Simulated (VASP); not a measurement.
VN: relaxation of the atoms with PBE

VN:

```
V N
1.0
     0.00000    2.09116    2.09116
     2.09116    0.00000    2.09116
     2.09116    2.09116    0.00000
V N
1 1
Direct
  0.00000 0.00000 0.00000
  0.50000 0.50000 0.50000
```

```json
{
  "Program": "VASP 6.6.1",
  "Task": "relaxation of the atoms",
  "Functional": "PBE",
  "Potentials or basis": "VASP PAW PBE potentials, release 64 (V_sv, N)",
  "Cutoff": "520 eV",
  "k mesh": "19 × 19 × 19",
  "Occupations": "fermi-dirac, width 0.05 eV",
  "Spin": "collinear spin, ferromagnetic start",
  "Starting moments": "[2.0, 0.0] μB",
  "Dipole correction": "no",
  "Further INCAR settings": "ALGO = Normal; EDIFF = 1e-07; IBRION = 2; EDIFFG = -0.02; NSW = 80"
}
```

```
Pressure after relaxing                               : -12.8 GPa
Band gap on the k mesh                                : zero (filled and empty bands overlap)
Net moment                                            : 0.00 μB per cell
Valence electrons inside the program's atomic spheres : V 11.57; N 3.73
```

Final structure:
```
V N
1.0
     0.00000    2.09116    2.09116
     2.09116    0.00000    2.09116
     2.09116    2.09116    0.00000
V N
1 1
Direct
  0.00000 0.00000 0.00000
  0.50000 0.50000 0.50000
```

Levels at points of the mesh, in eV from the Fermi level:
Spin up:
| k point | band 7 | band 8 | band 9 | band 10 | band 11 | band 12 |
| --- | --- | --- | --- | --- | --- | --- |
| (0.00, 0.00, 0.00) | -2.13 | -2.13 | -1.43 | -1.43 | -1.43 | -0.43 |
Spin down:
| k point | band 6 | band 7 | band 8 | band 9 | band 10 | band 11 | band 12 | band 13 |
| --- | --- | --- | --- | --- | --- | --- | --- | --- |
| (0.00, 0.00, 0.00) | -2.13 | -2.13 | -2.13 | -1.43 | -1.43 | -1.43 | -0.43 | -0.43 |

Run time: 52 s on 4 MPI ranks on AMD EPYC 7R43 64-Core Processor (Zen 3), with other jobs on the host, peak memory 0.18 GiB a rank.

Caveat: the relaxation stopped at its first step, so nothing moved; the moments typed at the start vanished in this run. With open d or f shells a metallic result of PBE can be an artefact of self-interaction; +U or a hybrid may open a gap.
